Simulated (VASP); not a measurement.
## Rh: single point with LDA

Rh:

```xyz
1
Lattice="0.0000 1.8979 1.8979 1.8979 0.0000 1.8979 1.8979 1.8979 0.0000" Properties=species:S:1:pos:R:3 pbc="T T T"
Rh    0.0000    0.0000    0.0000
```

- Program: VASP 6.6.1
- Task: single point
- Functional: LDA
- Potentials or basis: VASP PAW LDA potentials, release 64 (Rh_pv)
- Cutoff: 520 eV
- k mesh: 15 × 15 × 15
- Occupations: fermi-dirac, width 0.05 eV
- Spin: collinear spin, ferromagnetic start
- Starting moments: [1.0] μB
- Dipole correction: no
- Further INCAR settings: ALGO = Normal; EDIFF = 1e-07; NBANDS = 18

```
Pressure                                              : -8.9 GPa
Net moment                                            : 0.00 μB per cell
Valence electrons inside the program's atomic spheres : Rh 13.79
```

Levels at points of the mesh, in eV from the Fermi level:
Spin up:
```csv
k point,band 4,band 5,band 6,band 7,band 8,band 9,band 10,band 11
"(0.00, 0.00, 0.00)",-8.08,-3.15,-3.15,-3.15,-1.01,-1.01,15.93,20.30
```
Spin down:
```tsv
k point	band 5	band 6	band 7	band 8	band 9	band 10
(0.00, 0.00, 0.00)	-3.15	-3.15	-3.15	-1.01	-1.01	15.93
```

Run time: 42 s on 1 thread of Intel(R) Xeon(R) Platinum 8559C (Emerald Rapids) (shared host), peak memory 0.15 GiB.

Caveat: the cell stands under tension.
